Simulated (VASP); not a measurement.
A run of VASP 6.6.1 is set up as follows.

The input POSCAR:

```
Zr
1.0
    3.2445832200      0.0000000000      0.0000000000
   -1.6222916100      2.8098914932      0.0000000000
    0.0000000000      0.0000000000      5.1573641137
Zr
2
Direct
    0.3333333333      0.6666666667      0.2500000000
    0.6666666667      0.3333333333      0.7500000000
```

INCAR.step1

```
  PREC = Accurate
  ENCUT = 520
  ISMEAR = 0
  SIGMA = 0.6
  LREAL = False
  LASPH = True
  NELM = 60
  NBANDS = 19
  GGA = PE
  ALGO = Normal
  EDIFF = 1E-4
  LWAVE = True
  LCHARG = False
```

File INCAR.step2:

```
  PREC = Accurate
  ENCUT = 520
  EDIFF = 1E-6
  ISMEAR = 0
  SIGMA = 0.6
  LREAL = False
  LASPH = True
  NELM = 60
  ALGO = Normal
  ISIF = 2
  LWAVE = False
  LCHARG = False
  METAGGA = R2SCAN
  LMIXTAU = True
  NBANDS = 19
  ISTART = 1
```

KPOINTS

```
Automatic mesh
0
Gamma
  11 11 6
```

Potentials or basis: VASP PAW PBE potentials, release 64 (Zr_sv).

Run with:

```bash
$ cat potpaw_PBE.64/Zr_sv/POTCAR > POTCAR
$ cp INCAR.step1 INCAR
$ mpirun -np 1 vasp_std > vasp.out
$ cp INCAR.step2 INCAR
$ mpirun -np 1 vasp_std > vasp.out
```

(1) Predict the band gap on the k mesh.

(2) Estimate the pressure.

Answers

(1) zero (bands 12 and 13 overlap by 1.14 eV).

(2) 0.5 GPa.

Caveat: so wide a smearing shifts energies and pressures; the PAW data sets were made with another functional, which shifts forces and pressure a little.
